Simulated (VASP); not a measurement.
# Au12I in VASP: single point with PBE

Aim: the single point of Au12I with PBE.

Program: VASP 6.6.1. These are calculated values, not measurements. Logs are shortened: lines on timing, memory, paths and dates and some standing lists are left out, and cuts for length are marked.

## (1) The cell of the first run

The cell holds a slab with vacuum, 13 atoms: a = 5.770 Å, b = 5.770 Å, c = 16.711 Å, α = 90.00°, β = 90.00°, γ = 60.00°.

## (2) Single point, PBE

Contents of INCAR:

```
SYSTEM = Au12I
PREC = Accurate
ENCUT = 520
EDIFF = 1E-6
ISMEAR = -1
SIGMA = 0.05
LREAL = .False.
LASPH = .True.
NELM = 60
ALGO = Normal
ISIF = 2
LWAVE = .False.
LCHARG = .False.
GGA = PE
NBANDS = 82
```

Contents of KPOINTS:

```
Automatic mesh
0
Gamma
  3 3 1
  0 0 0
```

Contents of POSCAR:

```
Au12I
1.0
    5.7699910000      0.0000000000      0.0000000000
    2.8849960000      4.9969590000      0.0000000000
    0.0000000000      0.0000000000     16.7111780000
Au I
12 1
Direct
    0.1666667000      0.1666667000      0.0598402000
    0.6666667000      0.1666667000      0.0598402000
    0.1666667000      0.6666667000      0.0598402000
    0.6666667000      0.6666667000      0.0598402000
   -0.1646265868      0.3254567405      0.2093649770
    0.3386457445      0.3254483043      0.2093808727
   -0.1654597040      0.8302970718      0.2101235649
    0.3360443773      0.8271997730      0.2229643347
    0.0125933315     -0.0192025789      0.3647243457
    0.5054640231     -0.0192171746      0.3646079041
    0.0073249555      0.4842971324      0.3520704484
    0.5061153303      0.4866786694      0.3625329594
    0.6765667462      0.1447300067      0.5053495743
```

Potentials or basis: VASP PAW PBE potentials, release 64 (Au, I).

Launch:

```
cat potpaw_PBE.64/Au/POTCAR potpaw_PBE.64/I/POTCAR > POTCAR
mpirun -np 1 vasp_std > vasp.out
```

OUTCAR:

```text
SYSTEM = Au12I
   PREC = Accurate
   ENCUT = 520
   EDIFF = 1E-6
   ISMEAR = -1
   LREAL = .False.
   LASPH = .True.
   NELM = 60
   ISIF = 2
   GGA = PE

 ion  position               nearest neighbor table
   1  0.167  0.167  0.060-   4 2.88   4 2.88   2 2.88   2 2.88   3 2.88   3 2.88   6 3.00   5 3.00
                             8 3.21
   2  0.667  0.167  0.060-   3 2.88   3 2.88   1 2.88   1 2.88   4 2.88   4 2.88   5 2.99   6 2.99
                             7 3.02
   3  0.167  0.667  0.060-   2 2.88   2 2.88   4 2.88   4 2.88   1 2.88   1 2.88   7 3.01   6 3.03
                             8 3.19
   4  0.667  0.667  0.060-   1 2.88   1 2.88   3 2.88   3 2.88   2 2.88   2 2.88   7 3.01   5 3.03
                             8 3.19
   5  0.835  0.325  0.209-   7 2.86   6 2.87   8 2.89   8 2.90  11 2.90   6 2.90   7 2.91   2 2.99
                             1 3.00   4 3.03  12 3.04   9 3.12
   6  0.339  0.325  0.209-   7 2.86   5 2.87   8 2.89   8 2.90  11 2.90   5 2.90   7 2.91   2 2.99
                             1 3.00   3 3.03  12 3.04  10 3.11
   7  0.835  0.830  0.210-   6 2.86   5 2.86   8 2.89   8 2.89   5 2.91   6 2.91  11 2.94   4 3.01
                             3 3.01   2 3.02  10 3.06   9 3.06
   8  0.336  0.827  0.223-  10 2.87   9 2.87  12 2.89   5 2.89   6 2.89   7 2.89   7 2.89   6 2.90
                             5 2.90   3 3.19   4 3.19   1 3.21
   9  0.013  0.981  0.365-  10 2.84  12 2.85   8 2.87  11 2.89  13 2.89  11 2.90  12 2.92  10 2.93
                             7 3.06   5 3.12
  10  0.505  0.981  0.365-   9 2.84  12 2.85   8 2.87  13 2.89  11 2.89  11 2.90  12 2.92   9 2.93
                             7 3.06   6 3.11
  11  0.007  0.484  0.352-   9 2.89  10 2.89  12 2.89  12 2.89  10 2.90   9 2.90   5 2.90   6 2.90
                             7 2.94
  12  0.506  0.487  0.363-  10 2.85   9 2.85   8 2.89  11 2.89  11 2.89   9 2.92  10 2.92  13 2.94
                             6 3.04   5 3.04
  13  0.677  0.145  0.505-  10 2.89   9 2.89  12 2.94

  LATTYP: Found a hexagonal cell.
 ALAT       =     5.7699914357
 C/A-ratio  =     2.8962223231

  Lattice vectors:

 A1 = (  -2.8849960000,  -4.9969590000,   0.0000000000)
 A2 = (   5.7699910000,   0.0000000000,   0.0000000000)
 A3 = (   0.0000000000,   0.0000000000,  16.7111780000)

Analysis of symmetry for initial positions (statically):
=====================================================================
 Subroutine PRICEL returns:
 Original cell was already a primitive cell.

 Routine SETGRP: Setting up the symmetry group for a
 hexagonal supercell.

 Subroutine GETGRP returns: Found  1 space group operations
 (whereof  1 operations were pure point group operations)
 out of a pool of 24 trial point group operations.

The static configuration has the point symmetry C_1 .

Analysis of symmetry for dynamics (positions and initial velocities):
=====================================================================
 Subroutine PRICEL returns:
 Original cell was already a primitive cell.

 Routine SETGRP: Setting up the symmetry group for a
 hexagonal supercell.

 Subroutine GETGRP returns: Found  1 space group operations
 (whereof  1 operations were pure point group operations)
 out of a pool of 24 trial point group operations.

The dynamic configuration has the point symmetry C_1 .

 Subroutine INISYM returns: Found  1 space group operations
 (whereof  1 operations are pure point group operations),
 and found     1 'primitive' translations

----------------------------------------------------------------------------------------

                                     Primitive cell

  volume of cell :     481.8235

  direct lattice vectors                    reciprocal lattice vectors
     5.769991000  0.000000000  0.000000000     0.173310496 -0.100060874  0.000000000
     2.884996000  4.996959000  0.000000000     0.000000000  0.200121714  0.000000000
     0.000000000  0.000000000 16.711178000     0.000000000  0.000000000  0.059840186

  length of vectors
     5.769991000  5.769991436 16.711178000     0.200121729  0.200121714  0.059840186

  position of ions in fractional coordinates (direct lattice)
     0.166666700  0.166666700  0.059840200
     0.666666700  0.166666700  0.059840200
     0.166666700  0.666666700  0.059840200
     0.666666700  0.666666700  0.059840200
[... 33 lines left out ...]

 Generating k-lattice:

  Cartesian coordinates                     Fractional coordinates (reciprocal lattice)
     0.057770165 -0.033353625  0.000000000     0.333333333  0.000000000  0.000000000
     0.000000000  0.066707238  0.000000000     0.000000000  0.333333333  0.000000000
     0.000000000  0.000000000  0.059840186     0.000000000  0.000000000  1.000000000

  Length of vectors
     0.066707243  0.066707238  0.059840186

  Shift w.r.t. Gamma in fractional coordinates (k-lattice)
     0.000000000  0.000000000  0.000000000

 Subroutine IBZKPT returns following result:
 ===========================================

 Found      5 irreducible k-points:

 Following reciprocal coordinates:
            Coordinates               Weight
  0.000000  0.000000  0.000000      1.000000
  0.333333 -0.000000  0.000000      2.000000
  0.333333  0.333333  0.000000      2.000000
  0.000000  0.333333  0.000000      2.000000
 -0.333333  0.333333  0.000000      2.000000
   k-points           NKPTS =      5   k-points in BZ     NKDIM =      5   number of bands    NBANDS=     82
   number of dos      NEDOS =    301   number of ions     NIONS =     13
   total plane-waves  NPLWV = 290304
   dimension x,y,z NGX =    48 NGY =   48 NGZ =  126
   dimension x,y,z NGXF=    96 NGYF=   96 NGZF=  252
   ions per type =              12   1
   NGX,Y,Z   is equivalent  to a cutoff of  13.83, 13.83, 12.53 a.u.
   NGXF,Y,Z  is equivalent  to a cutoff of  27.66, 27.66, 25.07 a.u.
 SYSTEM =  Au12I
   PREC   = accura    normal or accurate (medium, high low for compatibility)
   ISTART =      0    job   : 0-new  1-cont  2-samecut
   ICHARG =      2    charge: 1-file 2-atom 10-const
   ISPIN  =      1    spin polarized calculation?
   LNONCOLLINEAR =      F non collinear calculations
   LSORBIT =      F    spin-orbit coupling
   LASPH  =      T    aspherical Exc in radial PAW
   ENCUT  =  520.0 eV  38.22 Ry    6.18 a.u.  10.73 10.73 31.07*2*pi/ulx,y,z
   NELM   =     60;   NELMIN=  2; NELMDL= -5     # of ELM steps
   EDIFF  = 0.1E-05   stopping-criterion for ELM
   LREAL  =      F    real-space projection
   EDIFFG = 0.1E-04   stopping-criterion for IOM
   NSW    =      0    number of steps for IOM
   IBRION =     -1    ionic relax: 0-MD 1-quasi-New 2-CG
   NFREE  =      0    steps in history (QN), initial steepest desc. (CG)
   ISIF   =      2    stress and relaxation
   ISYM   =      2    0-nonsym 1-usesym 2-fastsym
   POTIM  = 0.5000    time-step for ionic-motion
   TEBEG  =    0.0;   TEEND  =   0.0 temperature during run
   PSTRESS=    0.0 pullay stress
   NELECT =     139.0000    total number of electrons
   NUPDOWN=      -1.0000    fix difference up-down
   EMIN   =  10.00;   EMAX   =-10.00  energy-range for DOS
   EFERMI =   0.00;   METHOD = LEGACY
   ISMEAR =    -1;   SIGMA  =   0.05  broadening in eV -4-tet -1-fermi 0-gaus
   EFERMI_NEDOS =   21; number of points for ismear=-14 and -15
   IALGO  =     38    algorithm
   IMIX   =      4    mixing-type and parameters
     AMIX     =   0.40;   BMIX     =  1.00
     AMIX_MAG =   1.60;   BMIX_MAG =  1.00
  volume/ion in A,a.u.               =      37.06       250.12
  Fermi-wavevector in a.u.,A,eV,Ry     =   1.081726  2.044165 15.920588  1.170130
  Thomas-Fermi vector in A             =   2.217749
   LORBIT       =      0    0 simple, 1 ext, 2 COOP (PROOUT), +10 PAW based schemes
   GGA     = PE    functional components
   LHFCALC =     F    Hartree Fock is set to
   AEXX    =    0.0000 exact exchange contribution
   IVDW    =     0    specifies the selected vdW correction
   LEPSILON=     F    determine dielectric tensor
   LRPA    =     F    only Hartree local field effects (RPA)
 non-spin polarized calculation
  energy-cutoff  :      520.00
  volume of cell :      481.82
 maximum number of plane-waves:     13047
 NGX is ok and might be reduce to    48
   NGX = 21   NGY = 21   NGZ = 63

 number of electron     139.0000015 magnetization

 Free energy of the ion-electron system (eV)
  ---------------------------------------------------
  ext. energy  EPLUGINS =         0.00000000
  ---------------------------------------------------
  free energy    TOTEN  =       -38.11735339 eV

  energy without entropy =      -38.03385412  energy(sigma->0) =      -38.07560375

 E-fermi :   1.9558     XC(G=0):  -7.1707

 val. band max:        1.9462677738   @ k =   0.3333   0.3333   0.0000
 cond. band min:       2.0335665055   @ k =   0.0000   0.3333   0.0000
 fundamental gap:      0.0872987317
 Fermi energy:         1.9558499165

 k-point     1 :       0.0000    0.0000    0.0000
  band No.  band energies     occupation
      1     -11.0114      2.00000
      2      -6.9168      2.00000
      3      -5.7012      2.00000
      4      -5.2130      2.00000
      5      -4.7206      2.00000
      6      -4.6695      2.00000
[... 409 lines left out ...]
     80       6.8265      0.00000
     81       6.8543      0.00000
 [bands above 81 left out]

------------------------ aborting loop because EDIFF is reached ----------------------------------------

  FORCE on cell =-STRESS in cart. coord.  units (eV):
  Direction    XX          YY          ZZ          XY          YZ          ZX
  --------------------------------------------------------------------------------------
  -------------------------------------------------------------------------------------
  Total       -4.4734707     -4.6549630     -0.1083813      0.0039506      0.1580188      0.0128011
  in kB      -14.8753501    -15.4788550     -0.3603934      0.0131367      0.5254499      0.0425668
  external PRESSURE =     -10.2381995 kB  Pullay stress =       0.0000000 kB

 VOLUME and BASIS-vectors are now :
 -----------------------------------------------------------------------------
  energy-cutoff  :      520.00
  volume of cell :      481.82
      direct lattice vectors                 reciprocal lattice vectors
     5.769991000  0.000000000  0.000000000     0.173310496 -0.100060874  0.000000000
     2.884996000  4.996959000  0.000000000     0.000000000  0.200121714  0.000000000
     0.000000000  0.000000000 16.711178000     0.000000000  0.000000000  0.059840186

 POSITION                                       TOTAL-FORCE (eV/Angst)
 -----------------------------------------------------------------------------------
      1.44250      0.83283      1.00000        -0.000367     -0.121502     -0.008739
      4.32749      0.83283      1.00000        -0.000761     -0.020279     -0.010123
      2.88500      3.33131      1.00000         0.109795      0.061730      0.009635
      5.76999      3.33131      1.00000        -0.109925      0.061415      0.007654
      5.75904      1.62629      3.49874        -0.010860     -0.000497      0.010565
      2.89290      1.62625      3.49900         0.009793     -0.000139      0.009312
      7.21069      4.14896      3.51141         0.000532     -0.001946      0.001433
      4.32544      4.13348      3.72600        -0.000684     -0.004385      0.014014
      2.90226      4.90100      6.09497         0.025757      0.005738     -0.005755
      5.74608      4.90093      6.09303        -0.024966      0.005341     -0.001870
      1.43946      2.42001      5.88351        -0.000408     -0.012184     -0.087349
      4.32435      2.43191      6.05835         0.000683      0.007951      0.008832
      4.32133      0.72321      8.44499         0.001411      0.018757      0.052390
 -----------------------------------------------------------------------------------
    total drift:                               -0.000004      0.000028     -0.000361

  FREE ENERGIE OF THE ION-ELECTRON SYSTEM (eV)
  ---------------------------------------------------
  free  energy   TOTEN  =       -38.1173533875 eV

  energy  without entropy=      -38.0338541212  energy(sigma->0) =      -38.07560375
```

It took 6.6 min on 1 thread of Intel Xeon Platinum 8488C (Sapphire Rapids), shared host; peak memory 0.66 GiB.

What came out:

```yaml
Free_energy: -38.1174 eV
Largest_force: 0.126 eV/Å
Band_gap_on_the_k_mesh: zero (an odd number of electrons rules out a gap without spin polarisation)
```

Forces in eV/Å, atoms in the order of the input:
```
Au   0.000 -0.122 -0.009
Au  -0.001 -0.020 -0.010
Au   0.110  0.062  0.010
Au  -0.110  0.061  0.008
Au  -0.011  0.000  0.011
Au   0.010  0.000  0.009
Au   0.001 -0.002  0.001
Au  -0.001 -0.004  0.014
Au   0.026  0.006 -0.006
Au  -0.025  0.005 -0.002
Au   0.000 -0.012 -0.087
Au   0.001  0.008  0.009
I    0.001  0.019  0.052
```

Levels at points of the mesh, in eV from the Fermi level:
```csv
k point,band 68,band 69,band 70,band 71,band 72,band 73
"(0.00, 0.00, 0.00)",0.11,0.20,0.23,0.55,1.08,1.10
```

Caveat: the k points lie up to 0.42 Å⁻¹ apart, too coarse for converged energies and pressures of a metal; there is no dipole correction, which matters where the two faces differ; spin-orbit coupling is left out, which moves the levels of the heavy elements; an odd number of electrons without spin polarisation forces a metal; a magnetic or distorted state may lie lower.

The gap in the log of VASP goes by the Fermi energy; the results here count the filled bands.